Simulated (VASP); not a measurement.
# Ca4Ti3CuO12 (a cell with a defect) in VASP: single point with PBEsol

Aim: the single point of Ca4Ti3CuO12 (a cell with a defect) with PBEsol.

Everything below comes from runs of VASP 6.6.1. Logs are shortened: lines on timing, memory, paths and dates and some standing lists are left out, and cuts for length are marked.

## (1) The cell of the first run

The cell holds a defect, 40 atoms: a = 7.683 Å, b = 7.683 Å, c = 7.683 Å, α = 90.00°, β = 90.00°, γ = 90.00°.

## (2) Single point, PBEsol, collinear spin

Input file INCAR:

```
  PREC = Accurate
  ENCUT = 520
  EDIFF = 1E-7
  ISMEAR = -1
  SIGMA = 0.05
  LREAL = Auto
  LASPH = T
  NELM = 150
  ALGO = Normal
  ISIF = 2
  LWAVE = F
  LCHARG = T
  ISPIN = 2
  MAGMOM = 0 0 0 0 0 0 0 0 1 1 0 0 0 0 0 0 0 0 0 0 0 0 0 0 0 0 0 0 0 0 0 0 0 0 0 0 0 0 0 0
  LORBIT = 11
  LMAXMIX = 4
  GGA = PS
  LELF = T
  LVHAR = T
  NBANDS = 189
  ISYM = 0
```

Input file KPOINTS:

```
Automatic mesh
0
Gamma
  1 1 1
  0.25 0.25 0.25
```

Input file POSCAR:

```
Ca4Ti3CuO12
1.0
    7.6826140000      0.0000000000      0.0000000000
    0.0000000000      7.6826140000      0.0000000000
    0.0000000000      0.0000000000      7.6826140000
Ca Cu Ti O
8 2 6 24
Direct
    0.0042390000      0.9816570000      0.9858460000
    0.0038540000      0.9890550000      0.4799240000
    0.0149610000      0.4772350000      0.9786710000
    0.0111170000      0.4716450000      0.4839590000
    0.4936150000      0.0308660000      0.0162760000
    0.4882300000      0.0218230000      0.5242240000
    0.5022140000      0.5119750000      0.0247310000
    0.4995340000      0.5212020000      0.5166150000
    0.2511400000      0.2501530000      0.2504980000
    0.2505600000      0.2503630000      0.7506220000
    0.2526090000      0.7511180000      0.2497050000
    0.2522560000      0.7496420000      0.7517430000
    0.7506540000      0.2511940000      0.2521730000
    0.7499290000      0.2525340000      0.7501690000
    0.7507040000      0.7533030000      0.2579140000
    0.7529270000      0.7504960000      0.7580510000
    0.2907840000      0.2924130000      0.0007160000
    0.2116900000      0.2083570000      0.5002800000
    0.2066560000      0.7199380000      0.9994310000
    0.2898760000      0.7805530000      0.4998660000
    0.7193730000      0.2884510000      0.9978270000
    0.7816230000      0.2068940000      0.4988310000
    0.7914990000      0.7053810000      0.9960600000
    0.7034650000      0.7896470000      0.4962500000
    0.0024170000      0.2951110000      0.2256690000
    0.0036650000      0.2190010000      0.7934340000
    0.9983720000      0.7236880000      0.2974670000
    0.9996920000      0.7928080000      0.7174300000
    0.4983250000      0.2025710000      0.2741490000
    0.4974050000      0.2796340000      0.7055020000
    0.4981920000      0.7760950000      0.1991110000
    0.4978620000      0.7048480000      0.7805290000
    0.2091620000      0.0000290000      0.2170740000
    0.2903310000      0.0009810000      0.7885000000
    0.2906070000      0.5000490000      0.2844960000
    0.2086480000      0.4982080000      0.7135420000
    0.7855940000      0.9994080000      0.2076430000
    0.7139750000      0.9989340000      0.7904930000
    0.7121650000      0.4970120000      0.2875410000
    0.7850140000      0.4970090000      0.7039660000
```

Potentials or basis: VASP PAW PBE potentials, release 64 (Ca_sv, Cu, Ti_sv, O).

Command:

```
cat potpaw_PBE.64/Ca_sv/POTCAR potpaw_PBE.64/Cu/POTCAR potpaw_PBE.64/Ti_sv/POTCAR potpaw_PBE.64/O/POTCAR > POTCAR
mpirun -np 1 vasp_std > vasp.out
```

OUTCAR:

```text
PREC = Accurate
   ENCUT = 520
   EDIFF = 1E-7
   ISMEAR = -1
   LREAL = Auto
   LASPH = T
   NELM = 150
   ISIF = 2
   ISPIN = 2
   LORBIT = 11
   GGA = PS
   ISYM = 0

 ion  position               nearest neighbor table
   1  0.004  0.982  0.986-  26 2.35  33 2.38  37 2.40  28 2.52  19 2.54
   2  0.004  0.989  0.480-  18 2.33  28 2.37  22 2.40  27 2.47  33 2.56
   3  0.015  0.477  0.979-  25 2.36  19 2.38  26 2.44  23 2.46  36 2.53  17 2.56
   4  0.011  0.472  0.484-  36 2.34  25 2.40  27 2.41  40 2.43  18 2.55
   5  0.494  0.031  0.016-  34 2.36  29 2.38  31 2.41  38 2.44  17 2.55
   6  0.488  0.022  0.524-  29 2.37  20 2.41  30 2.42  24 2.44  34 2.54  18 2.57
   7  0.502  0.512  0.025-  17 2.35  32 2.39  21 2.40  31 2.43
   8  0.500  0.521  0.517-  30 2.36  35 2.40  39 2.41  32 2.47  20 2.57
   9  0.251  0.250  0.250-  29 1.94  25 1.95  35 1.96  33 1.97  18 1.97  17 1.97
  10  0.251  0.250  0.751-  26 1.94  30 1.94  36 1.95  34 1.96  17 1.97  18 1.97
  11  0.253  0.751  0.250-  31 1.94  20 1.96  33 1.96  35 1.97  19 1.97  27 2.00
  12  0.252  0.750  0.752-  32 1.93  19 1.95  20 1.97  34 1.97  36 1.98  28 1.99
  13  0.751  0.251  0.252-  39 1.93  22 1.94  25 1.97  29 1.98  37 1.98  21 1.99
  14  0.750  0.253  0.750-  40 1.93  21 1.94  22 1.98  30 1.98  38 1.99  26 1.99
  15  0.751  0.753  0.258-  24 1.89  27 1.94  37 1.95  31 2.00  39 2.00  23 2.07
  16  0.753  0.750  0.758-  23 1.88  38 1.95  28 1.95  32 2.00  40 2.01  24 2.07
  17  0.291  0.292  0.001-   9 1.97  10 1.97   7 2.35   5 2.55   3 2.56
[... 9 lines left out ...]
  27  0.998  0.724  0.297-  15 1.94  11 2.00   4 2.41   2 2.47
  28  1.000  0.793  0.717-  16 1.95  12 1.99   2 2.37   1 2.52
  29  0.498  0.203  0.274-   9 1.94  13 1.98   6 2.37   5 2.38
  30  0.497  0.280  0.706-  10 1.94  14 1.98   8 2.36   6 2.42
  31  0.498  0.776  0.199-  11 1.94  15 2.00   5 2.41   7 2.43
  32  0.498  0.705  0.781-  12 1.93  16 2.00   7 2.39   8 2.47
  33  0.209  0.000  0.217-  11 1.96   9 1.97   1 2.38   2 2.56
  34  0.290  0.001  0.788-  10 1.96  12 1.97   5 2.36   6 2.54
  35  0.291  0.500  0.284-   9 1.96  11 1.97   8 2.40
  36  0.209  0.498  0.714-  10 1.95  12 1.98   4 2.34   3 2.53
  37  0.786  0.999  0.208-  15 1.95  13 1.98   1 2.40
  38  0.714  0.999  0.790-  16 1.95  14 1.99   5 2.44
  39  0.712  0.497  0.288-  13 1.93  15 2.00   8 2.41
  40  0.785  0.497  0.704-  14 1.93  16 2.01   4 2.43

IMPORTANT INFORMATION: All symmetrisations will be switched off!
NOSYMM: (Re-)initialisation of all symmetry stuff for point group C_1.

----------------------------------------------------------------------------------------

                                     Primitive cell

  volume of cell :     453.4475

  direct lattice vectors                    reciprocal lattice vectors
     7.682614000  0.000000000  0.000000000     0.130164030  0.000000000  0.000000000
     0.000000000  7.682614000  0.000000000     0.000000000  0.130164030  0.000000000
     0.000000000  0.000000000  7.682614000     0.000000000  0.000000000  0.130164030

  length of vectors
     7.682614000  7.682614000  7.682614000     0.130164030  0.130164030  0.130164030

  position of ions in fractional coordinates (direct lattice)
     0.004239000  0.981657000  0.985846000
     0.003854000  0.989055000  0.479924000
     0.014961000  0.477235000  0.978671000
     0.011117000  0.471645000  0.483959000
     0.493615000  0.030866000  0.016276000
     0.488230000  0.021823000  0.524224000
[... 32 lines left out ...]
     0.712165000  0.497012000  0.287541000
     0.785014000  0.497009000  0.703966000

  ion indices of the primitive-cell ions
   primitive index   ion index
                 1           1
                 2           2
                 3           3
                 4           4
                 5           5
                 6           6
[... 32 lines left out ...]
                39          39
                40          40

----------------------------------------------------------------------------------------

 KPOINTS: Automatic mesh

Automatic generation of k-mesh.
 Grid dimensions read from file:
 generate k-points for:    1    1    1

 Generating k-lattice:

  Cartesian coordinates                     Fractional coordinates (reciprocal lattice)
     0.130164030  0.000000000  0.000000000     1.000000000  0.000000000  0.000000000
     0.000000000  0.130164030  0.000000000     0.000000000  1.000000000  0.000000000
[... 23 lines left out ...]
   dimension x,y,z NGXF=   120 NGYF=  120 NGZF=  120
   ions per type =               8   2   6  24
   NGX,Y,Z   is equivalent  to a cutoff of  12.98, 12.98, 12.98 a.u.
   NGXF,Y,Z  is equivalent  to a cutoff of  25.97, 25.97, 25.97 a.u.
 SYSTEM =  unknown system
   PREC   = accura    normal or accurate (medium, high low for compatibility)
   ISTART =      0    job   : 0-new  1-cont  2-samecut
   ICHARG =      2    charge: 1-file 2-atom 10-const
   ISPIN  =      2    spin polarized calculation?
   LNONCOLLINEAR =      F non collinear calculations
   LSORBIT =      F    spin-orbit coupling
   LASPH  =      T    aspherical Exc in radial PAW
   ENCUT  =  520.0 eV  38.22 Ry    6.18 a.u.  14.28 14.28 14.28*2*pi/ulx,y,z
   NELM   =    150;   NELMIN=  2; NELMDL= -5     # of ELM steps
   EDIFF  = 0.1E-06   stopping-criterion for ELM
   LREAL  =      T    real-space projection
   EDIFFG = 0.1E-05   stopping-criterion for IOM
   NSW    =      0    number of steps for IOM
   IBRION =     -1    ionic relax: 0-MD 1-quasi-New 2-CG
   NFREE  =      0    steps in history (QN), initial steepest desc. (CG)
   ISIF   =      2    stress and relaxation
   ISYM   =      0    0-nonsym 1-usesym 2-fastsym
   POTIM  = 0.5000    time-step for ionic-motion
   TEBEG  =    0.0;   TEEND  =   0.0 temperature during run
   PSTRESS=    0.0 pullay stress
   NELECT =     318.0000    total number of electrons
   NUPDOWN=      -1.0000    fix difference up-down
   EMIN   =  10.00;   EMAX   =-10.00  energy-range for DOS
   EFERMI =   0.00;   METHOD = LEGACY
   ISMEAR =    -1;   SIGMA  =   0.05  broadening in eV -4-tet -1-fermi 0-gaus
   EFERMI_NEDOS =   21; number of points for ismear=-14 and -15
   IALGO  =     38    algorithm
   IMIX   =      4    mixing-type and parameters
     AMIX     =   0.40;   BMIX     =  1.00
     AMIX_MAG =   1.60;   BMIX_MAG =  1.00
  volume/ion in A,a.u.               =      11.34        76.50
  Fermi-wavevector in a.u.,A,eV,Ry     =   1.454481  2.748571 28.783347  2.115516
  Thomas-Fermi vector in A             =   2.571627
   LORBIT       =     11    0 simple, 1 ext, 2 COOP (PROOUT), +10 PAW based schemes
   GGA     = PS    functional components
   LHFCALC =     F    Hartree Fock is set to
   AEXX    =    0.0000 exact exchange contribution
   IVDW    =     0    specifies the selected vdW correction
   LEPSILON=     F    determine dielectric tensor
   LRPA    =     F    only Hartree local field effects (RPA)
 spin polarized calculation
  energy-cutoff  :      520.00
  volume of cell :      453.45
 maximum number of plane-waves:     12187
 NGX is ok and might be reduce to    60
   NGX = 29   NGY = 29   NGZ = 29

 number of electron     317.9999994 magnetization       0.7240332

 Free energy of the ion-electron system (eV)
  ---------------------------------------------------
  ext. energy  EPLUGINS =         0.00000000
  ---------------------------------------------------
  free energy    TOTEN  =      -311.17162390 eV

  energy without entropy =     -311.08279863  energy(sigma->0) =     -311.12721127

 E-fermi :   3.7841     XC(G=0): -11.4777

 val. band max:        3.7781005345   @ k =  -0.2500  -0.2500   0.2500
 cond. band min:       3.7852810550   @ k =   0.2500  -0.2500   0.2500
 fundamental gap:      0.0071805204
 Fermi energy:         3.7840714819

 spin component 1

 k-point     1 :       0.2500    0.2500    0.2500
  band No.  band energies     occupation
      1     -52.5091      1.00000
      2     -52.5064      1.00000
      3     -52.5047      1.00000
      4     -52.4798      1.00000
      5     -52.3731      1.00000
      6     -52.3597      1.00000
[... 685 lines left out ...]
    170       7.1652      0.00000
    171       7.2376      0.00000
 Fermi energy:         3.7840714819

 spin component 2

 k-point     1 :       0.2500    0.2500    0.2500
  band No.  band energies     occupation
      1     -52.5061      1.00000
      2     -52.5034      1.00000
      3     -52.5010      1.00000
      4     -52.4759      1.00000
      5     -52.3730      1.00000
      6     -52.3597      1.00000
[... 685 lines left out ...]
    170       7.1690      0.00000
    171       7.2426      0.00000
 [bands above 171 left out]

------------------------ aborting loop because EDIFF is reached ----------------------------------------

  FORCE on cell =-STRESS in cart. coord.  units (eV):
  Direction    XX          YY          ZZ          XY          YZ          ZX
  --------------------------------------------------------------------------------------
  -------------------------------------------------------------------------------------
  Total      -20.9874606    -18.4421751    -11.4221579      1.9292031      3.3230383      1.5231098
  in kB      -74.1555118    -65.1621917    -40.3581921      6.8165009     11.7413730      5.3816413
  external PRESSURE =     -59.8919652 kB  Pullay stress =       0.0000000 kB

 VOLUME and BASIS-vectors are now :
 -----------------------------------------------------------------------------
  energy-cutoff  :      520.00
  volume of cell :      453.45
      direct lattice vectors                 reciprocal lattice vectors
     7.682614000  0.000000000  0.000000000     0.130164030  0.000000000  0.000000000
     0.000000000  7.682614000  0.000000000     0.000000000  0.130164030  0.000000000
     0.000000000  0.000000000  7.682614000     0.000000000  0.000000000  0.130164030

 POSITION                                       TOTAL-FORCE (eV/Angst)
 -----------------------------------------------------------------------------------
      0.03257      7.54169      7.57387        -0.045931     -0.009530      0.008830
      0.02961      7.59853      3.68707        -0.069625     -0.025984     -0.019553
      0.11494      3.66641      7.51875        -0.071099      0.026183      0.000020
      0.08541      3.62347      3.71807        -0.059366      0.012129     -0.011355
      3.79225      0.23713      0.12504         0.061460     -0.022331      0.003036
      3.75088      0.16766      4.02741         0.060195     -0.016912     -0.002815
[... 32 lines left out ...]
      5.47129      3.81835      2.20907        -0.002999      0.038689     -0.005264
      6.03096      3.81833      5.40830        -0.008379      0.027750     -0.000855
 -----------------------------------------------------------------------------------
    total drift:                                0.025315      0.029156      0.030917

  FREE ENERGIE OF THE ION-ELECTRON SYSTEM (eV)
  ---------------------------------------------------
  free  energy   TOTEN  =      -311.1716239043 eV

  energy  without entropy=     -311.0827986349  energy(sigma->0) =     -311.12721127

 total charge

# of ion       s       p       d       tot
------------------------------------------
    1        2.025   5.860   0.252   8.138
    2        2.027   5.861   0.257   8.144
    3        2.025   5.861   0.252   8.138
    4        2.026   5.861   0.253   8.140
    5        2.026   5.861   0.255   8.142
    6        2.025   5.861   0.251   8.137
[... 32 lines left out ...]
   39        1.560   3.458   0.000   5.019
   40        1.560   3.455   0.000   5.016
--------------------------------------------------
tot         67.861 168.146  30.460 266.467

 magnetization (x)

# of ion       s       p       d       tot
------------------------------------------
    1       -0.000  -0.000  -0.000  -0.000
    2        0.000   0.000   0.001   0.001
    3       -0.000  -0.000  -0.000  -0.001
    4       -0.000  -0.000  -0.001  -0.001
    5       -0.000  -0.000  -0.001  -0.001
    6       -0.000  -0.000  -0.000  -0.001
[... 32 lines left out ...]
   39        0.000   0.001   0.000   0.001
   40        0.000   0.000   0.000   0.000
--------------------------------------------------
tot          0.013   0.381   0.272   0.666
```

Run time: 42 min. Hardware: 1 thread of Intel Xeon Platinum 8375C at 2.90GHz (Ice Lake), shared host; peak memory 0.94 GiB.

What came out:

| Quantity | Value |
| --- | --- |
| Free energy | -311.1716 eV |
| Pressure | -6.0 GPa |
| Largest force | 0.160 eV/Å |
| Net moment | 0.72 μB per cell |
| Site moments | Ca -0.00, +0.00 (each value once); Cu +0.15, +0.11; Ti +0.01, +0.00, -0.00 (each value once); O +0.07, +0.00, -0.00, +0.03, +0.04 (each value once) μB |
| Valence electrons inside the program's atomic spheres | Ca 8.14; Cu 9.87, 9.88; Ti 10.30, 10.29, 10.28 (each value once); O 4.93, 5.03, 5.02, 5.01, 4.97, 4.96 (each value once) |

Forces on the atoms (eV/Å):
```
Ca  -0.046 -0.010  0.009
Ca  -0.070 -0.026 -0.020
Ca  -0.071  0.026  0.000
Ca  -0.059  0.012 -0.011
Ca   0.061 -0.022  0.003
Ca   0.060 -0.017 -0.003
Ca   0.060  0.012  0.005
Ca   0.031 -0.011 -0.020
Cu  -0.015 -0.004  0.001
Cu   0.015 -0.037 -0.021
Ti  -0.023 -0.014  0.017
Ti  -0.059 -0.010 -0.010
Ti  -0.010 -0.043 -0.020
Ti   0.000 -0.026 -0.017
Ti  -0.035 -0.041 -0.044
Ti  -0.038 -0.024 -0.044
O    0.001 -0.003 -0.032
O   -0.010  0.018  0.025
O    0.010 -0.027  0.003
O    0.015  0.038  0.002
O    0.004  0.026  0.029
O   -0.003  0.004  0.008
O    0.002  0.025  0.024
O    0.026  0.002  0.042
O   -0.081  0.034 -0.028
O   -0.154 -0.001 -0.022
O    0.054  0.015  0.009
O    0.060  0.005  0.011
O    0.101 -0.026  0.045
O    0.153  0.025  0.037
O   -0.009  0.000  0.010
O   -0.002 -0.012  0.013
O   -0.004  0.039 -0.044
O    0.003 -0.043 -0.065
O    0.013 -0.046  0.043
O    0.010  0.074  0.045
O    0.004  0.021  0.021
O    0.017  0.001  0.005
O   -0.003  0.039 -0.005
O   -0.008  0.028 -0.001
```

Stress tensor (GPa, compression positive):
```
-7.42  0.68  0.54
 0.68 -6.52  1.17
 0.54  1.17 -4.04
```

Levels at points of the mesh, in eV from the Fermi level:
Spin up:
```
           k point  band 155  band 156  band 157  band 158  band 159  band 160  band 161  band 162  band 163  band 164
(0.25, 0.25, 0.25)     -0.53     -0.52     -0.47     -0.43     -0.19      0.05      0.14      0.84      2.62      2.72
```
Spin down:
```csv
k point,band 157,band 158,band 159,band 160,band 161,band 162
"(0.25, 0.25, 0.25)",-0.45,-0.42,-0.03,0.20,0.29,0.99
```

Caveat: the k points lie up to 0.41 Å⁻¹ apart; the PAW data sets were made with another functional, which shifts forces and pressure a little; semilocal functionals often make such compounds metallic where correlation or magnetic order opens a gap, which also shifts bond lengths. With open d or f shells a metallic result of PBEsol can be an artefact of self-interaction; +U or a hybrid may open a gap.
